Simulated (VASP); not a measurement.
# Cr (Im-3m) in VASP: a series of runs, part 2 of 2

VASP 6.6.1. The steps go on from the part before.

## (4) Single point, PBE

Input file INCAR:

```
SYSTEM = Cr
ALGO = Normal
EDIFF = 1E-6
ENCUT = 500
GGA = PE
GGA_COMPAT = .FALSE.
ISIF = 2
ISMEAR = 0
LASPH = .TRUE.
LCHARG = .FALSE.
LREAL = .FALSE.
LWAVE = .FALSE.
NBANDS = 19
NELM = 120
PREC = Accurate
SIGMA = 0.1
```

Input file KPOINTS:

```
k-points
0
G
  6 6 6
  0 0 0
```

Input file POSCAR:

```
Cr
1.0
    2.9688993551      0.0000000000      0.0000000000
    0.0000000000      2.9688993551      0.0000000000
    0.0000000000      0.0000000000      2.9688993551
Cr
2
Direct
    0.0000000000      0.0000000000      0.0000000000
    0.5000000000      0.5000000000      0.5000000000
```

Potentials or basis: VASP PAW PBE potentials, release 64 (Cr_pv).

The run is started by

```bash
cat potpaw_PBE.64/Cr_pv/POTCAR > POTCAR
mpirun -np 1 vasp_std > vasp.out
```

OUTCAR:

```text
SYSTEM = Cr
   EDIFF = 1E-6
   ENCUT = 500
   GGA = PE
   ISIF = 2
   ISMEAR = 0
   LASPH = .TRUE.
   LREAL = .FALSE.
   NELM = 120
   PREC = Accurate

 ion  position               nearest neighbor table
   1  0.000  0.000  0.000-   2 2.57   2 2.57   2 2.57   2 2.57   2 2.57   2 2.57   2 2.57   2 2.57

   2  0.500  0.500  0.500-   1 2.57   1 2.57   1 2.57   1 2.57   1 2.57   1 2.57   1 2.57   1 2.57

  LATTYP: Found a simple cubic cell.
 ALAT       =     2.9688993551

  Lattice vectors:

[... 639 lines left out ...]
------------------------ aborting loop because EDIFF is reached ----------------------------------------

  FORCE on cell =-STRESS in cart. coord.  units (eV):
  Direction    XX          YY          ZZ          XY          YZ          ZX
  --------------------------------------------------------------------------------------
  -------------------------------------------------------------------------------------
  Total       -4.1155184     -4.1155184     -4.1155184      0.0000000      0.0000000      0.0000000
  in kB     -251.9699208   -251.9699208   -251.9699208      0.0000000      0.0000000      0.0000000
  external PRESSURE =    -251.9699208 kB  Pullay stress =       0.0000000 kB

 VOLUME and BASIS-vectors are now :
 -----------------------------------------------------------------------------
  energy-cutoff  :      500.00
  volume of cell :       26.17
      direct lattice vectors                 reciprocal lattice vectors
     2.968899355  0.000000000  0.000000000     0.336825160  0.000000000  0.000000000
     0.000000000  2.968899355  0.000000000     0.000000000  0.336825160  0.000000000
     0.000000000  0.000000000  2.968899355     0.000000000  0.000000000  0.336825160

 POSITION                                       TOTAL-FORCE (eV/Angst)
 -----------------------------------------------------------------------------------
      0.00000      0.00000      0.00000         0.000000      0.000000      0.000000
      1.48445      1.48445      1.48445        -0.000000     -0.000000     -0.000000
 -----------------------------------------------------------------------------------
    total drift:                                0.000000      0.000000     -0.000000

  FREE ENERGIE OF THE ION-ELECTRON SYSTEM (eV)
  ---------------------------------------------------
  free  energy   TOTEN  =       -18.7897806100 eV

  energy  without entropy=      -18.7852762142  energy(sigma->0) =      -18.78752841
```

OSZICAR:

```text
N       E                     dE             d eps       ncg     rms          rms(c)
DAV:   1     0.234414249171E+03    0.23441E+03   -0.13632E+04   760   0.147E+03
DAV:   2    -0.144603011897E+02   -0.24887E+03   -0.24386E+03   772   0.425E+02
DAV:   3    -0.223383106209E+02   -0.78780E+01   -0.77706E+01   804   0.901E+01
DAV:   4    -0.224619879159E+02   -0.12368E+00   -0.12352E+00  1000   0.104E+01
DAV:   5    -0.224643369517E+02   -0.23490E-02   -0.23454E-02   868   0.117E+00    0.163E+01
DAV:   6    -0.188100803920E+02    0.36543E+01   -0.18413E+01   793   0.482E+01    0.321E+00
DAV:   7    -0.188066449490E+02    0.34354E-02   -0.62854E-01   823   0.664E+00    0.177E+00
DAV:   8    -0.187911799769E+02    0.15465E-01   -0.34653E-02   879   0.215E+00    0.296E-01
DAV:   9    -0.187898786011E+02    0.13014E-02   -0.11370E-02   811   0.109E+00    0.101E-01
DAV:  10    -0.187897873403E+02    0.91261E-04   -0.55538E-04   975   0.224E-01    0.587E-02
DAV:  11    -0.187897733770E+02    0.13963E-04   -0.17749E-05   972   0.298E-02    0.219E-02
DAV:  12    -0.187897804305E+02   -0.70535E-05   -0.21337E-06   767   0.109E-02    0.113E-03
DAV:  13    -0.187897806100E+02   -0.17957E-06   -0.45494E-08   482   0.157E-03
   1 F= -.18789781E+02 E0= -.18787528E+02  d E =-.450440E-02
```

stdout:

```text
POSCAR found type information on POSCAR Cr
 POSCAR found :  1 types and       2 ions
 scaLAPACK will be used
 LDA part: xc-table for (Slater+PW92), standard interpolation
 POSCAR, INCAR and KPOINTS ok, starting setup
 FFT: planning ... GRIDC
 FFT: planning ... GRID_SOFT
 FFT: planning ... GRID
 WAVECAR not read
 entering main loop
```

Wall time 16 s (1 thread of Intel Xeon 8259CL, shared host); peak memory 0.14 GiB.

Results:

```
Free energy            : -18.7898 eV
Pressure               : -25.2 GPa
Band gap on the k mesh : zero (band 12 reaches 10.15 eV, above the bottom of band 13 at 8.93 eV)
```

Levels at points of the mesh, in eV from the Fermi level:
```csv
k point,band 8,band 9,band 10,band 11,band 12,band 13,band 14,band 15,band 16,band 17
"(0.00, 0.00, 0.00)",-3.52,-3.52,-0.69,-0.69,-0.69,1.05,1.05,2.12,2.12,2.12
"(0.50, 0.00, 0.00)",-3.62,-1.37,-1.37,-0.27,-0.27,-0.27,-0.27,0.65,0.65,2.16
"(0.50, 0.50, 0.00)",-3.76,-1.99,-1.99,0.95,0.95,1.03,1.03,1.32,1.32,2.44
"(0.50, 0.50, 0.50)",-1.95,-1.95,-1.95,-1.95,-1.95,1.37,1.37,1.37,1.37,7.10
```

Caveat: the run has no spin polarisation, though such a crystal can be magnetic. Spin polarisation is off, so any magnetic state and its effect on volume and gap are missing.
